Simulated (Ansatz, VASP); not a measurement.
**SiC: VASP beside Ansatz**

```
Si C
1.0
     1.52968   -2.65010    0.00000
     1.52968    2.65010    0.00000
     0.00000    0.00000   15.01348
Si C
6 6
Direct
  0.16669 0.83331 0.85761
  0.83331 0.16669 0.35761
  0.49995 0.50005 0.52453
  0.50005 0.49995 0.02453
  0.83333 0.16667 0.69125
  0.16667 0.83333 0.19125
  0.50000 0.50000 0.64987
  0.50000 0.50000 0.14987
  0.16672 0.83328 0.98266
  0.83328 0.16672 0.48266
  0.83336 0.16664 0.81621
  0.16664 0.83336 0.31621
```

Alike in both runs: task relaxation of cell and atoms; functional LDA; k mesh 12 × 12 × 2; occupations gaussian, width 0.02 eV; no spin polarisation.

|  | VASP | Ansatz |
| --- | --- | --- |
| version | VASP 6.6.1 | Ansatz 0.2.0 |
| potentials or method | VASP PAW LDA potentials, release 64 (Si, C), cutoff 600 eV | scalar-relativistic, plane waves, PAW |
| valence electrons in the cell | 48 | 48 |

Ansatz gave:

```
gap on the k mesh at the Fermi level, each at its own relaxed structure (eV)  : 1.98
relaxed volume (Å³/atom)                                                      : 10.14
relaxed length of the cell vector where the two differ most in proportion (Å) : 15.011
```

Estimate VASP's values.

gap on the k mesh at the Fermi level, each at its own relaxed structure (eV): 1.97; relaxed volume (Å³/atom): 10.15; relaxed length of the cell vector where the two differ most in proportion (Å): 15.016.

LDA's correlation is that of Perdew and Zunger in VASP and of Perdew and Wang (1992) in Ansatz.
